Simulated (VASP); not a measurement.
A run of VASP 6.6.1 is set up as follows.

INCAR

```
PREC = Accurate
ENCUT = 520
EDIFF = 1E-6
ISMEAR = 0
SIGMA = 0.1
LREAL = False
LASPH = True
NELM = 80
ALGO = Normal
ISIF = 2
LWAVE = False
LCHARG = True
LDIPOL = True
IDIPOL = 3
DIPOL = 0.5 0.5 0.330
GGA = PE
LELF = True
LVHAR = True
LVACPOTAV = True
NBANDS = 76
```

File KPOINTS:

```
Automatic mesh
0
Gamma
  6 6 1
```

Contents of POSCAR:

```
Pt12Cl
1.0
    5.6143281324      0.0000000000      0.0000000000
   -2.8071640662      4.8621507878      0.0000000000
    0.0000000000      0.0000000000     20.1192653317
Pt Cl
12 1
Direct
    0.3333333333      0.1666666667      0.1988144166
    0.3333333333      0.6666666667      0.1988144166
    0.8333333333      0.1666666667      0.1988144166
    0.8333333333      0.6666666667      0.1988144166
    0.1666666667      0.3333333333      0.3136150008
    0.1666666667      0.8333333333      0.3136150008
    0.6666666667      0.3333333333      0.3136150008
    0.6666666667      0.8333333333      0.3136150008
    0.0000000000      0.0000000000      0.4284085522
    0.0000000000      0.5000000000      0.4284085522
    0.5000000000      0.0000000000      0.4284085522
    0.5000000000      0.5000000000      0.4284085522
    0.3333333333      0.1666666667      0.5235219744
```

Potentials or basis: VASP PAW PBE potentials, release 64 (Pt, Cl).

Run with:

```sh
$ cat potpaw_PBE.64/Pt/POTCAR potpaw_PBE.64/Cl/POTCAR > POTCAR
$ mpirun -np 1 vasp_std > vasp.out
```

Predict the band gap on the k mesh.

zero (an odd number of electrons rules out a gap without spin polarisation).

Predict the largest force.

0.933 eV/Å.

Forces in eV/Å, atoms in the order of the input:
```
Pt   0.000  0.000  0.161
Pt   0.106  0.061  0.021
Pt   0.000 -0.122  0.021
Pt  -0.106  0.061  0.021
Pt  -0.043  0.025 -0.249
Pt   0.000 -0.050 -0.249
Pt   0.043  0.025 -0.249
Pt   0.000  0.000  0.933
Pt  -0.687 -0.397 -0.007
Pt   0.000  0.000 -0.361
Pt   0.687 -0.397 -0.007
Pt   0.000  0.794 -0.007
Cl   0.000  0.000 -0.029
```

Caveat: spin-orbit coupling is left out, which moves the levels of the heavy elements.
